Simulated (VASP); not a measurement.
Set up this calculation in VASP 6.6.1, as the native input.

```
Task                   : electric field gradients
Functional             : PBEsol
Potentials or basis    : VASP PAW PBE potentials, release 64 (Ag)
Cutoff                 : 400 eV
k mesh                 : 15 × 15 × 15
Occupations            : fermi-dirac, width 0.03 eV
Spin                   : no spin polarisation
Dipole correction      : no
Further INCAR settings : ALGO = Normal; EDIFF = 1e-08; NBANDS = 12
```

The structure of Ag lies in POSCAR:

```
Ag
1.0
    0.0000000000      2.0431000000      2.0226690000
    2.0431000000      0.0000000000      2.0226690000
    2.0431000000      2.0431000000      0.0000000000
Ag
1
Direct
    0.0000000000      0.0000000000      0.0000000000
```

This cell differs from its parent crystal: zz strain of -1 %.

These files were run (other wordings do the same):

INCAR

```
  PREC = Accurate
  ENCUT = 400
  EDIFF = 1E-8
  ISMEAR = -1
  SIGMA = 0.03
  LREAL = False
  LASPH = True
  NELM = 120
  ALGO = Normal
  ISIF = 2
  LWAVE = False
  LCHARG = False
  GGA = PS
  LEFG = True
  NBANDS = 12
  GGA_COMPAT = False
```

KPOINTS

```
Automatic mesh
0
Gamma
  15 15 15
```

Potentials or basis: VASP PAW PBE potentials, release 64 (Ag).

Launch:

```sh
$ cat potpaw_PBE.64/Ag/POTCAR > POTCAR
$ mpirun -np 1 vasp_std > vasp.out
```

It gave:

- Pressure: -2.2 GPa

Caveat: the cell differs from its parent crystal (zz strain of -1 %); without QUAD_EFG the Cq values of the log hold for a quadrupole moment of 1 mb, not for the nuclei; the PAW data sets were made with another functional, which shifts forces and pressure a little.

It took 30 s on 1 thread of Intel(R) Xeon(R) Platinum 8259CL CPU @ 2.50GHz (Skylake/Cascade Lake), with other jobs on the host, peak memory 0.15 GiB.
